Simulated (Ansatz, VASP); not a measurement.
One calculation of Ca, two programs

File INCAR:

```
SYSTEM = Ca
PREC = Accurate
ENCUT = 600
EDIFF = 1E-7
ISMEAR = 0
SIGMA = 0.1
LREAL = .FALSE.
LASPH = .TRUE.
NELM = 80
ALGO = Normal
ISIF = 3
LWAVE = .FALSE.
LCHARG = .FALSE.
GGA = PE
IBRION = 2
NSW = 100
EDIFFG = -0.01
```

The input KPOINTS:

```
regular mesh
0
G
  18 18 18
  0 0 0
```

File POSCAR:

```
Ca
1.0
   -2.1923479330      2.1923479330      2.1923479330
    2.1923479330     -2.1923479330      2.1923479330
    2.1923479330      2.1923479330     -2.1923479330
Ca
1
Direct
    0.0000000000      0.0000000000      0.0000000000
```

Input for Ansatz:

```yaml
crystal:
  lattice:
    - [-2.192347933, 2.192347933, 2.192347933]
    - [2.192347933, -2.192347933, 2.192347933]
    - [2.192347933, 2.192347933, -2.192347933]
  atoms:
    - { symbol: Ca, position: [0.0, 0.0, 0.0] }
basis:
  ecutwfc: 420
kpoints:
  mp_grid: { grid: [18, 18, 18] }
hamiltonian:
  xc: pbe
scf:
  occupations: { method: gaussian, width: 0.1 }
output:
  forces: true
  stress: true
  eigenvalues: true
relax:
  adjacent_minimum: "off"
  f_tol: 0.01
  max_steps: 80
  cell: { stress_tol: 0.05 }
```

Alike in both runs: task relaxation of cell and atoms; functional PBE; k mesh 18 × 18 × 18; occupations gaussian, width 0.1 eV; no spin polarisation.

|  | VASP | Ansatz |
| --- | --- | --- |
| version | VASP 6.6.1 | Ansatz 0.2.0 |
| potentials or method | VASP PAW PBE potentials, release 64 (Ca_sv), cutoff 600 eV | scalar-relativistic, plane waves, PAW |
| valence electrons in the cell | 10 | 10 |

```csv
,VASP,Ansatz,Ansatz less VASP
"gap on the k mesh at the Fermi level, each at its own relaxed structure (eV)",none,none,-
relaxed volume (Å³/atom),42.15,42.15,0.000
relaxed length of the cell vector where the two differ most in proportion (Å),3.797,3.797,0.0000
```

A gap of «none» marks a metal or a gap that the smearing closes.

Noted on VASP's run: the relaxation stopped at its first step, so nothing moved.
